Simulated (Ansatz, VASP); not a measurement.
**One calculation of C, two programs**

```
CELL_PARAMETERS angstrom
2.52210 0.00000 0.00000
-1.26105 2.18420 0.00000
0.00000 0.00000 8.23710
ATOMIC_POSITIONS crystal
C 0.00000 0.00000 0.09375
C 0.00000 0.00000 0.59375
C 0.00000 0.00000 0.40625
C 0.00000 0.00000 0.90625
C 0.34773 0.69546 0.15895
C 0.66667 0.33333 0.65625
C 0.33333 0.66667 0.34375
C 0.66667 0.33333 0.84375
```

Alike in both runs: task single point; functional r2SCAN; k mesh 12 × 12 × 4; occupations gaussian, width 0.05 eV; no spin polarisation.

```csv
,VASP,Ansatz
version,VASP 6.6.1,Ansatz 0.2.0
potentials or method,"VASP PAW PBE potentials, release 64 (C), cutoff 520 eV","scalar-relativistic, plane waves, PAW"
valence electrons in the cell,32,32
```

```tsv
	VASP	Ansatz	Ansatz less VASP
gap on the k mesh at the Fermi level (eV)	4.15	4.17	+0.022
least direct gap on the mesh (eV)	4.68	4.72	+0.042
pressure (GPa)	-0.4	-1.5	-1.09
traceless stress, the component that is largest in VASP (GPa)	8.98	8.92	-0.061
rms of the force components (eV/Å)	0.667	0.664	-0.0030
```

VASP's potentials were made for PBE, not for r2SCAN. Atom by atom the forces differ by 0.004 eV/Å (rms over components).
